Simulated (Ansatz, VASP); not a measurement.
## Two plane-wave programs on GaSb

```
Ga Sb
1.0
     0.00000    3.00415    3.00415
     3.00415    0.00000    3.00415
     3.00415    3.00415    0.00000
Ga Sb
1 1
Direct
  0.00000 0.00000 0.00000
  0.25000 0.25000 0.25000
```

Alike in both runs: functional r2SCAN; k mesh 10 × 10 × 10; occupations fermi-dirac, width 0.1 eV; no spin polarisation.

Ansatz relaxed the structure, and its values are those at the end. VASP's run is a single point on that final structure, the one shown.

```csv
,VASP,Ansatz
version,VASP 6.6.1,Ansatz 0.2.0
potentials or method,"VASP PAW PBE potentials, release 64 (Ga_d, Sb), cutoff 520 eV",PAW plane waves
valence electrons in the cell,18,28
```

```csv
,VASP,Ansatz,Ansatz less VASP
pressure (GPa),3.9,3.8,-0.09
```

VASP's potentials were made for PBE, not for r2SCAN. VASP's potentials hold 18 valence electrons a cell and Ansatz's 28, so a difference there can come from the potentials and not from the codes. Ansatz's warnings: stress scf threshold loose.

Neither program's run includes spin-orbit coupling.
